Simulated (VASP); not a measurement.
# Pd (Fm-3m) in VASP: notebook

Runs on Pd. Level: PBE. Tasks: single point, relaxation of cell and atoms.

Everything below comes from runs of VASP 6.6.1. Logs are shortened: lines on timing, memory, paths and dates and some standing lists are left out, and cuts for length are marked.

## Step 1: The cell of the first run

The structure is cubic, space group Fm-3m (No. 225). The conventional cell has a = 3.946 Å, b = 3.946 Å, c = 3.946 Å, α = 90.00°, β = 90.00°, γ = 90.00°. Within 3.7 Å of Pd (site symmetry m-3m) lie 12 Pd at 2.79 Å.

## Step 2: Single point, PBE

File INCAR:

```
SYSTEM = Pd
  ALGO = Normal
  EDIFF = 1E-7
  ENCUT = 520
  GGA = PE
  ISIF = 2
  ISMEAR = -1
  LASPH = .True.
  LCHARG = .True.
  LELF = .True.
  LREAL = .False.
  LVHAR = .True.
  LWAVE = .False.
  NBANDS = 11
  NELM = 80
  PREC = Accurate
  SIGMA = 0.1
```

File KPOINTS:

```
k-points
0
Gamma
  14 14 14
  0 0 0
```

File POSCAR:

```
Pd
1.0
    0.0000000000      1.9732459273      1.9732459273
    1.9732459273      0.0000000000      1.9732459273
    1.9732459273      1.9732459273      0.0000000000
Pd
1
Direct
    0.0000000000      0.0000000000      0.0000000000
```

Potentials or basis: VASP PAW PBE potentials, release 64 (Pd).

On the command line:

```console
$ cat potpaw_PBE.64/Pd/POTCAR > POTCAR
$ mpirun -np 1 vasp_std > vasp.out
```

OUTCAR:

```text
SYSTEM = Pd
   EDIFF = 1E-7
   ENCUT = 520
   GGA = PE
   ISIF = 2
   ISMEAR = -1
   LASPH = .True.
   LREAL = .False.
   NELM = 80
   PREC = Accurate

 ion  position               nearest neighbor table
   1  0.000  0.000  0.000-

  LATTYP: Found a face centered cubic cell.
 ALAT       =     3.9464918546

  Lattice vectors:

 A1 = (   0.0000000000,   1.9732459273,   1.9732459273)
 A2 = (   1.9732459273,   0.0000000000,   1.9732459273)
 A3 = (   1.9732459273,   1.9732459273,   0.0000000000)

Analysis of symmetry for initial positions (statically):
=====================================================================
 Subroutine PRICEL returns:
 Original cell was already a primitive cell.

 Routine SETGRP: Setting up the symmetry group for a
 face centered cubic supercell.

 Subroutine GETGRP returns: Found 48 space group operations
 (whereof 48 operations were pure point group operations)
 out of a pool of 48 trial point group operations.

The static configuration has the point symmetry O_h .

Analysis of symmetry for dynamics (positions and initial velocities):
=====================================================================
 Subroutine PRICEL returns:
 Original cell was already a primitive cell.

 Routine SETGRP: Setting up the symmetry group for a
 face centered cubic supercell.

 Subroutine GETGRP returns: Found 48 space group operations
 (whereof 48 operations were pure point group operations)
 out of a pool of 48 trial point group operations.

The dynamic configuration has the point symmetry O_h .

 Subroutine INISYM returns: Found 48 space group operations
 (whereof 48 operations are pure point group operations),
 and found     1 'primitive' translations

----------------------------------------------------------------------------------------

                                     Primitive cell

  volume of cell :      15.3665

  direct lattice vectors                    reciprocal lattice vectors
     0.000000000  1.973245927  1.973245927    -0.253389602  0.253389602  0.253389602
     1.973245927  0.000000000  1.973245927     0.253389602 -0.253389602  0.253389602
     1.973245927  1.973245927  0.000000000     0.253389602  0.253389602 -0.253389602

  length of vectors
     2.790591152  2.790591152  2.790591152     0.438883665  0.438883665  0.438883665

  position of ions in fractional coordinates (direct lattice)
     0.000000000  0.000000000  0.000000000

  ion indices of the primitive-cell ions
   primitive index   ion index
                 1           1

----------------------------------------------------------------------------------------

 KPOINTS: k-points

Automatic generation of k-mesh.
 Grid dimensions read from file:
 generate k-points for:   14   14   14

 Generating k-lattice:

  Cartesian coordinates                     Fractional coordinates (reciprocal lattice)
    -0.018099257  0.018099257  0.018099257     0.071428571  0.000000000  0.000000000
     0.018099257 -0.018099257  0.018099257     0.000000000  0.071428571  0.000000000
     0.018099257  0.018099257 -0.018099257     0.000000000  0.000000000  0.071428571

  Length of vectors
     0.031348833  0.031348833  0.031348833

  Shift w.r.t. Gamma in fractional coordinates (k-lattice)
     0.000000000  0.000000000  0.000000000

 Subroutine IBZKPT returns following result:
 ===========================================

 Found    104 irreducible k-points:

 Following reciprocal coordinates:
            Coordinates               Weight
  0.000000  0.000000  0.000000      1.000000
  0.071429  0.000000  0.000000      8.000000
  0.142857  0.000000  0.000000      8.000000
  0.214286  0.000000  0.000000      8.000000
  0.285714  0.000000  0.000000      8.000000
  0.357143  0.000000  0.000000      8.000000
[... 16 lines left out ...]
  0.214286  0.142857  0.000000     24.000000
  0.285714  0.142857  0.000000     24.000000
 [... further k-points ...]
   k-points           NKPTS =    104   k-points in BZ     NKDIM =    104   number of bands    NBANDS=     11
   number of dos      NEDOS =    301   number of ions     NIONS =      1
   total plane-waves  NPLWV =  13824
   dimension x,y,z NGX =    24 NGY =   24 NGZ =   24
   dimension x,y,z NGXF=    48 NGYF=   48 NGZF=   48
   ions per type =               1
   NGX,Y,Z   is equivalent  to a cutoff of  14.30, 14.30, 14.30 a.u.
   NGXF,Y,Z  is equivalent  to a cutoff of  28.60, 28.60, 28.60 a.u.
 SYSTEM =  Pd
   PREC   = accura    normal or accurate (medium, high low for compatibility)
   ISTART =      0    job   : 0-new  1-cont  2-samecut
   ICHARG =      2    charge: 1-file 2-atom 10-const
   ISPIN  =      1    spin polarized calculation?
   LNONCOLLINEAR =      F non collinear calculations
   LSORBIT =      F    spin-orbit coupling
   LASPH  =      T    aspherical Exc in radial PAW
   ENCUT  =  520.0 eV  38.22 Ry    6.18 a.u.   5.19  5.19  5.19*2*pi/ulx,y,z
   NELM   =     80;   NELMIN=  2; NELMDL= -5     # of ELM steps
   EDIFF  = 0.1E-06   stopping-criterion for ELM
   LREAL  =      F    real-space projection
   EDIFFG = 0.1E-05   stopping-criterion for IOM
   NSW    =      0    number of steps for IOM
   IBRION =     -1    ionic relax: 0-MD 1-quasi-New 2-CG
   NFREE  =      0    steps in history (QN), initial steepest desc. (CG)
   ISIF   =      2    stress and relaxation
   ISYM   =      2    0-nonsym 1-usesym 2-fastsym
   POTIM  = 0.5000    time-step for ionic-motion
   TEBEG  =    0.0;   TEEND  =   0.0 temperature during run
   PSTRESS=    0.0 pullay stress
   NELECT =      10.0000    total number of electrons
   NUPDOWN=      -1.0000    fix difference up-down
   EMIN   =  10.00;   EMAX   =-10.00  energy-range for DOS
   EFERMI =   0.00;   METHOD = LEGACY
   ISMEAR =    -1;   SIGMA  =   0.10  broadening in eV -4-tet -1-fermi 0-gaus
   EFERMI_NEDOS =   21; number of points for ismear=-14 and -15
   IALGO  =     38    algorithm
   IMIX   =      4    mixing-type and parameters
     AMIX     =   0.40;   BMIX     =  1.00
     AMIX_MAG =   1.60;   BMIX_MAG =  1.00
  volume/ion in A,a.u.               =      15.37       103.70
  Fermi-wavevector in a.u.,A,eV,Ry     =   1.418677  2.680911 27.383701  2.012645
  Thomas-Fermi vector in A             =   2.539778
   LORBIT       =      0    0 simple, 1 ext, 2 COOP (PROOUT), +10 PAW based schemes
   GGA     = PE    functional components
   LHFCALC =     F    Hartree Fock is set to
   AEXX    =    0.0000 exact exchange contribution
   IVDW    =     0    specifies the selected vdW correction
   LEPSILON=     F    determine dielectric tensor
   LRPA    =     F    only Hartree local field effects (RPA)
 non-spin polarized calculation
  energy-cutoff  :      520.00
  volume of cell :       15.37
 maximum number of plane-waves:       428
 NGX is ok and might be reduce to    24
   NGX = 11   NGY = 11   NGZ = 11

 number of electron      10.0000000 magnetization

 Free energy of the ion-electron system (eV)
  ---------------------------------------------------
  ext. energy  EPLUGINS =         0.00000000
  ---------------------------------------------------
  free energy    TOTEN  =        -5.24938669 eV

  energy without entropy =       -5.17777398  energy(sigma->0) =       -5.21358034

 E-fermi :   9.1300     XC(G=0): -12.9311

 val. band max:        9.1207293460   @ k =   0.3571   0.2143   0.0714
 cond. band min:       9.1361681004   @ k =  -0.4286   0.3571   0.0714
 fundamental gap:      0.0154387544
 Fermi energy:         9.1300403429

 k-point     1 :       0.0000    0.0000    0.0000
  band No.  band energies     occupation
      1       2.2802      2.00000
      2       6.4499      2.00000
      3       6.4499      2.00000
      4       6.4499      2.00000
      5       7.9530      1.99998
      6       7.9530      1.99998
      7      26.2735      0.00000
      8      30.8150      0.00000
      9      30.8150      0.00000
     10      30.8150      0.00000
     11      35.4258      0.00000

 k-point     2 :       0.0714    0.0000    0.0000
  band No.  band energies     occupation
      1       2.4585      2.00000
      2       6.3900      2.00000
      3       6.5097      2.00000
      4       6.5097      2.00000
      5       7.9256      1.99999
      6       7.9256      1.99999
      7      26.4414      0.00000
      8      29.6506      0.00000
      9      31.0053      0.00000
     10      31.0053      0.00000
     11      35.5664      0.00000

 k-point     3 :       0.1429    0.0000    0.0000
  band No.  band energies     occupation
      1       2.9597      2.00000
      2       6.2632      2.00000
      3       6.6480      2.00000
      4       6.6480      2.00000
      5       7.8883      1.99999
      6       7.8883      1.99999
      7      26.5146      0.00000
      8      27.7596      0.00000
      9      31.5147      0.00000
     10      31.5147      0.00000
     11      35.3342      0.00000

 k-point     4 :       0.2143    0.0000    0.0000
  band No.  band energies     occupation
      1       3.6346      2.00000
      2       6.2598      2.00000
      3       6.7366      2.00000
      4       6.7366      2.00000
      5       7.9739      1.99998
      6       7.9739      1.99998
      7      24.5731      0.00000
      8      27.3908      0.00000
      9      32.0956      0.00000
     10      32.0956      0.00000
     11      34.4425      0.00000
[... 239 lines left out ...]
 k-point    22 :       0.1429    0.1429    0.0000
  band No.  band energies     occupation
      1       3.1876      2.00000
      2       5.9866      2.00000
      3       6.8642      2.00000
      4       6.8642      2.00000
      5       7.5085      2.00000
      6       8.1461      1.99989
      7      27.1667      0.00000
      8      28.7488      0.00000
      9      29.6791      0.00000
     10      29.6791      0.00000
     11      35.5109      0.00000

 k-point    23 :       0.2143    0.1429    0.0000
  band No.  band energies     occupation
      1       3.7206      2.00000
      2       5.7905      2.00000
      3       6.9568      2.00000
      4       7.0549      2.00000
      5       7.5300      2.00000
      6       8.2603      1.99967
      7      26.6292      0.00000
      8      27.7366      0.00000
      9      29.0258      0.00000
     10      30.0407      0.00000
     11      34.9470      0.00000

 k-point    24 :       0.2857    0.1429    0.0000
  band No.  band energies     occupation
      1       4.3235      2.00000
      2       5.7357      2.00000
      3       6.7368      2.00000
      4       7.1289      2.00000
      5       8.1085      1.99993
      6       8.4872      1.99677
      7      24.1247      0.00000
      8      27.5164      0.00000
      9      28.4595      0.00000
     10      30.4151      0.00000
     11      34.5994      0.00000

 [... further k-points ...]

------------------------ aborting loop because EDIFF is reached ----------------------------------------

  FORCE on cell =-STRESS in cart. coord.  units (eV):
  Direction    XX          YY          ZZ          XY          YZ          ZX
  --------------------------------------------------------------------------------------
  -------------------------------------------------------------------------------------
  Total       -0.0237102     -0.0237102     -0.0237102     -0.0000000     -0.0000000      0.0000000
  in kB       -2.4721366     -2.4721366     -2.4721366     -0.0000000     -0.0000000      0.0000000
  external PRESSURE =      -2.4721366 kB  Pullay stress =       0.0000000 kB

 VOLUME and BASIS-vectors are now :
 -----------------------------------------------------------------------------
  energy-cutoff  :      520.00
  volume of cell :       15.37
      direct lattice vectors                 reciprocal lattice vectors
     0.000000000  1.973245927  1.973245927    -0.253389602  0.253389602  0.253389602
     1.973245927  0.000000000  1.973245927     0.253389602 -0.253389602  0.253389602
     1.973245927  1.973245927  0.000000000     0.253389602  0.253389602 -0.253389602

 POSITION                                       TOTAL-FORCE (eV/Angst)
 -----------------------------------------------------------------------------------
      0.00000      0.00000      0.00000         0.000000      0.000000      0.000000
 -----------------------------------------------------------------------------------
    total drift:                                0.000000     -0.000000     -0.000000

  FREE ENERGIE OF THE ION-ELECTRON SYSTEM (eV)
  ---------------------------------------------------
  free  energy   TOTEN  =        -5.2493866919 eV

  energy  without entropy=       -5.1777739834  energy(sigma->0) =       -5.21358034
```

It took 18 s on 1 thread of AMD EPYC 7R13 (Zen 3), shared host; peak memory 0.12 GiB.

Results:

```
Free energy            : -5.2494 eV
Pressure               : -0.2 GPa
Band gap on the k mesh : zero (band 5 reaches 9.37 eV, above the bottom of band 6 at 7.89 eV)
```

Levels at points of the mesh, in eV from the Fermi level:
```
           k point  band 1  band 2  band 3  band 4  band 5  band 6  band 7  band 8  band 9  band 10
(0.00, 0.00, 0.00)   -6.85   -2.68   -2.68   -2.68   -1.18   -1.18   17.14   21.68   21.68    21.68
(0.50, 0.00, 0.00)   -5.01   -2.72   -2.72   -0.05   -0.05    1.08    6.98   16.49   20.68    20.68
(0.50, 0.50, 0.00)   -5.08   -4.81   -0.08    0.24    0.24    3.33   10.33   12.96   12.96    20.95
```

## Step 3: Relaxation of cell and atoms, PBE

This run uses another cell than the first one, of 14.75 Å³/atom, 0.960 times its volume.

File INCAR:

```
SYSTEM = Pd
ALGO = Normal
EDIFF = 1E-6
EDIFFG = -0.05
ENCUT = 600
GGA = PE
IBRION = 2
ISIF = 3
ISMEAR = -1
LASPH = .True.
LCHARG = .False.
LREAL = .False.
LWAVE = .False.
NELM = 60
NSW = 80
PREC = Accurate
SIGMA = 0.1
```

KPOINTS is that of step 2.

File POSCAR:

```
Pd
1.0
    0.0000000000      1.9465000000      1.9465000000
    1.9465000000      0.0000000000      1.9465000000
    1.9465000000      1.9465000000      0.0000000000
Pd
1
Direct
    0.0000000000      0.0000000000      0.0000000000
```

Potentials or basis: VASP PAW PBE potentials, release 64 (Pd).

On the command line:

```console
$ cat potpaw_PBE.64/Pd/POTCAR > POTCAR
$ mpirun -np 1 vasp_std > vasp.out
```

Run time: 33 s. Hardware: 1 thread of AMD EPYC 7R13 (Zen 3), shared host; peak memory 0.13 GiB.

It converged, with:

```
Free energy                            : -5.2491 eV
Relaxed volume                         : 15.35 Å³/atom
Relaxed cell                           : a = 2.789 Å, b = 2.789 Å, c = 2.789 Å, α = 60.00°, β = 60.00°, γ = 60.00°
Space group after relaxing (to 0.05 Å) : Fm-3m (No. 225)
Energy gained by relaxing              : 12.7 meV/atom
Ionic steps                            : 3
Pressure after relaxing                : -0.1 GPa
Band gap on the k mesh                 : zero (band 5 reaches 9.40 eV, above the bottom of band 6 at 7.91 eV)
```

Step by step:
| step | energy change (eV) | largest force (eV/Å) | pressure (GPa) | volume (Å³) |
| --- | --- | --- | --- | --- |
| 1 | 0.0000 | 0.0000 | 7.26 | 14.75 |
| 2 | 0.0108 | 0.0000 | -8.00 | 16.22 |
| 3 | -0.0127 | 0.0000 | -0.07 | 15.35 |

Final structure:
```
CELL_PARAMETERS angstrom
0.00000 1.97236 1.97236
1.97236 0.00000 1.97236
1.97236 1.97236 0.00000
ATOMIC_POSITIONS crystal
Pd 0.00000 0.00000 0.00000
```

Levels at points of the mesh, in eV from the Fermi level:
```tsv
k point	band 2	band 3	band 4	band 5	band 6	band 7	band 8	band 9
(0.00, 0.00, 0.00)	-2.69	-2.69	-2.69	-1.18	-1.18	17.14	21.69	21.69
(0.50, 0.00, 0.00)	-2.73	-2.73	-0.05	-0.05	1.08	6.99	16.49	20.69
(0.50, 0.50, 0.00)	-4.82	-0.08	0.24	0.24	3.33	10.34	12.97	12.97
```

PBE usually gives volumes a little too large and moduli too small. Zero-point motion and thermal expansion aren't in these numbers.
